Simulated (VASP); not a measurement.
# ZnS2 (Pa-3) in VASP: single point with LDA

Aim: the single point of ZnS2 with LDA.

Program: VASP 6.6.1. These are calculated values, not measurements. Logs are shortened: lines on timing, memory, paths and dates and some standing lists are left out, and cuts for length are marked.

## 1. The cell of the first run

Symmetry: Pa-3, No. 205, cubic system. The conventional cell has a = 5.828 Å, b = 5.828 Å, c = 5.828 Å, α = 90.00°, β = 90.00°, γ = 90.00°. Zn (site symmetry -3) has 6 S at 2.47 Å within 3.3 Å. Within 2.7 Å of S (site symmetry 3) lie 1 S at 2.07 Å and 3 Zn at 2.47 Å.

## 2. Single point, LDA

Input file INCAR:

```
  ALGO = Normal
  EDIFF = 1E-7
  ENCUT = 520
  ISIF = 2
  ISMEAR = 0
  LASPH = True
  LCHARG = False
  LREAL = False
  LWAVE = False
  NBANDS = 60
  NELM = 60
  PREC = Accurate
  SIGMA = 0.02
```

Input file KPOINTS:

```
k-points
0
Gamma
  6 6 6
```

Input file POSCAR:

```
ZnS2
1.0
    5.8276982799      0.0000000000      0.0000000000
    0.0000000000      5.8276982799      0.0000000000
    0.0000000000      0.0000000000      5.8276982799
Zn S
4 8
Direct
    0.5000000000      0.5000000000      0.0000000000
    0.5000000000      0.0000000000      0.5000000000
    0.0000000000      0.5000000000      0.5000000000
    0.0000000000      0.0000000000      0.0000000000
    0.1023687240      0.8976312760      0.3976312760
    0.8976312760      0.3976312760      0.1023687240
    0.3976312760      0.1023687240      0.8976312760
    0.6023687240      0.6023687240      0.6023687240
    0.8976312760      0.1023687240      0.6023687240
    0.1023687240      0.6023687240      0.8976312760
    0.6023687240      0.8976312760      0.1023687240
    0.3976312760      0.3976312760      0.3976312760
```

Potentials or basis: VASP PAW LDA potentials, release 64 (Zn, S).

Started as:

```
> cat potpaw_LDA.64/Zn/POTCAR potpaw_LDA.64/S/POTCAR > POTCAR
> mpirun -np 1 vasp_std > vasp.out
```

OUTCAR:

```text
EDIFF = 1E-7
   ENCUT = 520
   ISIF = 2
   ISMEAR = 0
   LASPH = True
   LREAL = False
   NELM = 60
   PREC = Accurate

 ion  position               nearest neighbor table
   1  0.500  0.500  0.000-   8 2.47  12 2.47   6 2.47  10 2.47  11 2.47   7 2.47
   2  0.500  0.000  0.500-   7 2.47  11 2.47   8 2.47   9 2.47   5 2.47  12 2.47
   3  0.000  0.500  0.500-   6 2.47  10 2.47   8 2.47   9 2.47   5 2.47  12 2.47
   4  0.000  0.000  0.000-   5 2.47   9 2.47   7 2.47   6 2.47  10 2.47  11 2.47
   5  0.102  0.898  0.398-   9 2.07   4 2.47   2 2.47   3 2.47
   6  0.898  0.398  0.102-  10 2.07   3 2.47   4 2.47   1 2.47
   7  0.398  0.102  0.898-  11 2.07   2 2.47   4 2.47   1 2.47
   8  0.602  0.602  0.602-  12 2.07   1 2.47   3 2.47   2 2.47
   9  0.898  0.102  0.602-   5 2.07   4 2.47   2 2.47   3 2.47
  10  0.102  0.602  0.898-   6 2.07   3 2.47   4 2.47   1 2.47
  11  0.602  0.898  0.102-   7 2.07   2 2.47   4 2.47   1 2.47
  12  0.398  0.398  0.398-   8 2.07   1 2.47   3 2.47   2 2.47

  LATTYP: Found a simple cubic cell.
 ALAT       =     5.8276982799

  Lattice vectors:

 A1 = (   5.8276982799,   0.0000000000,   0.0000000000)
 A2 = (   0.0000000000,   5.8276982799,   0.0000000000)
 A3 = (   0.0000000000,   0.0000000000,   5.8276982799)

Analysis of symmetry for initial positions (statically):
=====================================================================
 Subroutine PRICEL returns:
 Original cell was already a primitive cell.

 Routine SETGRP: Setting up the symmetry group for a
 simple cubic supercell.

 Subroutine GETGRP returns: Found 24 space group operations
 (whereof  6 operations were pure point group operations)
 out of a pool of 48 trial point group operations.

The static configuration has the point symmetry S_6 .
 The point group associated with its full space group is T_h .

Analysis of symmetry for dynamics (positions and initial velocities):
=====================================================================
 Subroutine PRICEL returns:
 Original cell was already a primitive cell.

 Routine SETGRP: Setting up the symmetry group for a
 simple cubic supercell.

 Subroutine GETGRP returns: Found 24 space group operations
 (whereof  6 operations were pure point group operations)
 out of a pool of 48 trial point group operations.

The dynamic configuration has the point symmetry S_6 .
 The point group associated with its full space group is T_h .

 Subroutine INISYM returns: Found 24 space group operations
 (whereof  6 operations are pure point group operations),
 and found     1 'primitive' translations

----------------------------------------------------------------------------------------

                                     Primitive cell

  volume of cell :     197.9207

  direct lattice vectors                    reciprocal lattice vectors
     5.827698280  0.000000000  0.000000000     0.171594333  0.000000000  0.000000000
     0.000000000  5.827698280  0.000000000     0.000000000  0.171594333  0.000000000
     0.000000000  0.000000000  5.827698280     0.000000000  0.000000000  0.171594333

  length of vectors
     5.827698280  5.827698280  5.827698280     0.171594333  0.171594333  0.171594333

  position of ions in fractional coordinates (direct lattice)
     0.500000000  0.500000000  0.000000000
     0.500000000  0.000000000  0.500000000
     0.000000000  0.500000000  0.500000000
     0.000000000  0.000000000  0.000000000
     0.102368724  0.897631276  0.397631276
     0.897631276  0.397631276  0.102368724
     0.397631276  0.102368724  0.897631276
     0.602368724  0.602368724  0.602368724
     0.897631276  0.102368724  0.602368724
     0.102368724  0.602368724  0.897631276
     0.602368724  0.897631276  0.102368724
     0.397631276  0.397631276  0.397631276

  ion indices of the primitive-cell ions
   primitive index   ion index
                 1           1
                 2           2
                 3           3
                 4           4
                 5           5
                 6           6
                 7           7
                 8           8
                 9           9
                10          10
                11          11
                12          12

----------------------------------------------------------------------------------------

 KPOINTS: k-points

Automatic generation of k-mesh.
 Grid dimensions read from file:
 generate k-points for:    6    6    6

 Generating k-lattice:

  Cartesian coordinates                     Fractional coordinates (reciprocal lattice)
     0.028599056  0.000000000  0.000000000     0.166666667  0.000000000  0.000000000
     0.000000000  0.028599056  0.000000000     0.000000000  0.166666667  0.000000000
     0.000000000  0.000000000  0.028599056     0.000000000  0.000000000  0.166666667

  Length of vectors
     0.028599056  0.028599056  0.028599056

  Shift w.r.t. Gamma in fractional coordinates (k-lattice)
     0.000000000  0.000000000  0.000000000

 Subroutine IBZKPT returns following result:
 ===========================================

 Found     24 irreducible k-points:

 Following reciprocal coordinates:
            Coordinates               Weight
  0.000000  0.000000  0.000000      1.000000
  0.166667  0.000000  0.000000      6.000000
  0.333333  0.000000  0.000000      6.000000
  0.500000  0.000000  0.000000      3.000000
  0.166667  0.166667  0.000000     12.000000
  0.333333  0.166667  0.000000     12.000000
[... 16 lines left out ...]
  0.500000  0.500000  0.333333      6.000000
  0.500000  0.500000  0.500000      1.000000
   k-points           NKPTS =     24   k-points in BZ     NKDIM =     24   number of bands    NBANDS=     60
   number of dos      NEDOS =    301   number of ions     NIONS =     12
   total plane-waves  NPLWV = 110592
   dimension x,y,z NGX =    48 NGY =   48 NGZ =   48
   dimension x,y,z NGXF=    96 NGYF=   96 NGZF=   96
   ions per type =               4   8
   NGX,Y,Z   is equivalent  to a cutoff of  13.69, 13.69, 13.69 a.u.
   NGXF,Y,Z  is equivalent  to a cutoff of  27.39, 27.39, 27.39 a.u.
 SYSTEM =  unknown system
   PREC   = accura    normal or accurate (medium, high low for compatibility)
   ISTART =      0    job   : 0-new  1-cont  2-samecut
   ICHARG =      2    charge: 1-file 2-atom 10-const
   ISPIN  =      1    spin polarized calculation?
   LNONCOLLINEAR =      F non collinear calculations
   LSORBIT =      F    spin-orbit coupling
   LASPH  =      T    aspherical Exc in radial PAW
   ENCUT  =  520.0 eV  38.22 Ry    6.18 a.u.  10.84 10.84 10.84*2*pi/ulx,y,z
   NELM   =     60;   NELMIN=  2; NELMDL= -5     # of ELM steps
   EDIFF  = 0.1E-06   stopping-criterion for ELM
   LREAL  =      F    real-space projection
   EDIFFG = 0.1E-05   stopping-criterion for IOM
   NSW    =      0    number of steps for IOM
   IBRION =     -1    ionic relax: 0-MD 1-quasi-New 2-CG
   NFREE  =      0    steps in history (QN), initial steepest desc. (CG)
   ISIF   =      2    stress and relaxation
   ISYM   =      2    0-nonsym 1-usesym 2-fastsym
   POTIM  = 0.5000    time-step for ionic-motion
   TEBEG  =    0.0;   TEEND  =   0.0 temperature during run
   PSTRESS=    0.0 pullay stress
   NELECT =      96.0000    total number of electrons
   NUPDOWN=      -1.0000    fix difference up-down
   EMIN   =  10.00;   EMAX   =-10.00  energy-range for DOS
   EFERMI =   0.00;   METHOD = LEGACY
   ISMEAR =     0;   SIGMA  =   0.02  broadening in eV -4-tet -1-fermi 0-gaus
   EFERMI_NEDOS =   21; number of points for ismear=-14 and -15
   IALGO  =     38    algorithm
   IMIX   =      4    mixing-type and parameters
     AMIX     =   0.40;   BMIX     =  1.00
     AMIX_MAG =   1.60;   BMIX_MAG =  1.00
  volume/ion in A,a.u.               =      16.49       111.30
  Fermi-wavevector in a.u.,A,eV,Ry     =   1.286278  2.430713 22.510991  1.654511
  Thomas-Fermi vector in A             =   2.418362
   LORBIT       =      0    0 simple, 1 ext, 2 COOP (PROOUT), +10 PAW based schemes
   GGA     = CA    functional components
   LHFCALC =     F    Hartree Fock is set to
   AEXX    =    0.0000 exact exchange contribution
   IVDW    =     0    specifies the selected vdW correction
   LEPSILON=     F    determine dielectric tensor
   LRPA    =     F    only Hartree local field effects (RPA)
 non-spin polarized calculation
 Gauss-broadening in eV      SIGMA  =   0.02
  energy-cutoff  :      520.00
  volume of cell :      197.92
 maximum number of plane-waves:      5400
 NGX is ok and might be reduce to    48
   NGX = 21   NGY = 21   NGZ = 21

 number of electron      95.9999967 magnetization

 Free energy of the ion-electron system (eV)
  ---------------------------------------------------
  ext. energy  EPLUGINS =         0.00000000
  ---------------------------------------------------
  free energy    TOTEN  =       -50.37240182 eV

  energy without entropy =      -50.37240182  energy(sigma->0) =      -50.37240182

 E-fermi :   5.6161     XC(G=0): -11.0106

 val. band max:        5.4939942805   @ k =   0.0000   0.0000   0.0000
 cond. band min:       6.8517774853   @ k =   0.0000   0.0000   0.0000
 fundamental gap:      1.3577832048
 Fermi energy:         5.6161300068

 k-point     1 :       0.0000    0.0000    0.0000
  band No.  band energies     occupation
      1     -11.0494      2.00000
      2      -9.8025      2.00000
      3      -9.8025      2.00000
      4      -9.8025      2.00000
      5      -6.4175      2.00000
      6      -6.4175      2.00000
[... 52 lines left out ...]
     59      10.5109      0.00000
     60      11.8494      0.00000

 k-point     2 :       0.1667    0.0000    0.0000
  band No.  band energies     occupation
      1     -10.9799      2.00000
      2      -9.9044      2.00000
      3      -9.7907      2.00000
      4      -9.7903      2.00000
      5      -6.4129      2.00000
      6      -6.4080      2.00000
[... 52 lines left out ...]
     59      10.8661      0.00000
     60      11.2895      0.00000

 k-point     3 :       0.3333    0.0000    0.0000
  band No.  band energies     occupation
      1     -10.7821      2.00000
      2     -10.1661      2.00000
      3      -9.7665      2.00000
      4      -9.7658      2.00000
      5      -6.3981      2.00000
      6      -6.3902      2.00000
[... 1312 lines left out ...]
     59      10.4377      0.00000
     60      10.4377      0.00000

 k-point    24 :       0.5000    0.5000    0.5000
  band No.  band energies     occupation
      1     -10.0276      2.00000
      2     -10.0276      2.00000
      3     -10.0276      2.00000
      4     -10.0276      2.00000
      5      -6.7095      2.00000
      6      -6.7095      2.00000
[... 52 lines left out ...]
     59      10.1445      0.00000
     60      10.1445      0.00000

------------------------ aborting loop because EDIFF is reached ----------------------------------------

  FORCE on cell =-STRESS in cart. coord.  units (eV):
  Direction    XX          YY          ZZ          XY          YZ          ZX
  --------------------------------------------------------------------------------------
  -------------------------------------------------------------------------------------
  Total       -0.0310273     -0.0310273     -0.0310273      0.0000000      0.0000000     -0.0000000
  in kB       -0.2511672     -0.2511672     -0.2511672      0.0000000      0.0000000     -0.0000000
  external PRESSURE =      -0.2511672 kB  Pullay stress =       0.0000000 kB

 VOLUME and BASIS-vectors are now :
 -----------------------------------------------------------------------------
  energy-cutoff  :      520.00
  volume of cell :      197.92
      direct lattice vectors                 reciprocal lattice vectors
     5.827698280  0.000000000  0.000000000     0.171594333  0.000000000  0.000000000
     0.000000000  5.827698280  0.000000000     0.000000000  0.171594333  0.000000000
     0.000000000  0.000000000  5.827698280     0.000000000  0.000000000  0.171594333

 POSITION                                       TOTAL-FORCE (eV/Angst)
 -----------------------------------------------------------------------------------
      2.91385      2.91385      0.00000         0.000000      0.000000      0.000000
      2.91385      0.00000      2.91385         0.000000      0.000000      0.000000
      0.00000      2.91385      2.91385         0.000000      0.000000      0.000000
      0.00000      0.00000      0.00000         0.000000      0.000000      0.000000
      0.59657      5.23112      2.31728        -0.068947      0.068947      0.068947
      5.23112      2.31728      0.59657         0.068947      0.068947     -0.068947
      2.31728      0.59657      5.23112         0.068947     -0.068947      0.068947
      3.51042      3.51042      3.51042        -0.068947     -0.068947     -0.068947
      5.23112      0.59657      3.51042         0.068947     -0.068947     -0.068947
      0.59657      3.51042      5.23112        -0.068947     -0.068947      0.068947
      3.51042      5.23112      0.59657        -0.068947      0.068947     -0.068947
      2.31728      2.31728      2.31728         0.068947      0.068947      0.068947
 -----------------------------------------------------------------------------------
    total drift:                               -0.000000      0.000000     -0.000000

  FREE ENERGIE OF THE ION-ELECTRON SYSTEM (eV)
  ---------------------------------------------------
  free  energy   TOTEN  =       -50.3724018217 eV

  energy  without entropy=      -50.3724018217  energy(sigma->0) =      -50.37240182
```

Wall time 5.7 min (1 thread of Intel Xeon Platinum 8488C (Sapphire Rapids), shared host); peak memory 0.37 GiB.

What came out:

| Quantity | Value |
| --- | --- |
| Free energy | -50.3724 eV |
| Pressure | 0.0 GPa |
| Largest force | 0.119 eV/Å |
| Band gap on the k mesh | 1.36 eV |

Forces on the atoms (eV/Å):
```
Zn   0.000  0.000  0.000
Zn   0.000  0.000  0.000
Zn   0.000  0.000  0.000
Zn   0.000  0.000  0.000
S   -0.069  0.069  0.069
S    0.069  0.069 -0.069
S    0.069 -0.069  0.069
S   -0.069 -0.069 -0.069
S    0.069 -0.069 -0.069
S   -0.069 -0.069  0.069
S   -0.069  0.069 -0.069
S    0.069  0.069  0.069
```

A k mesh can miss the band edges.
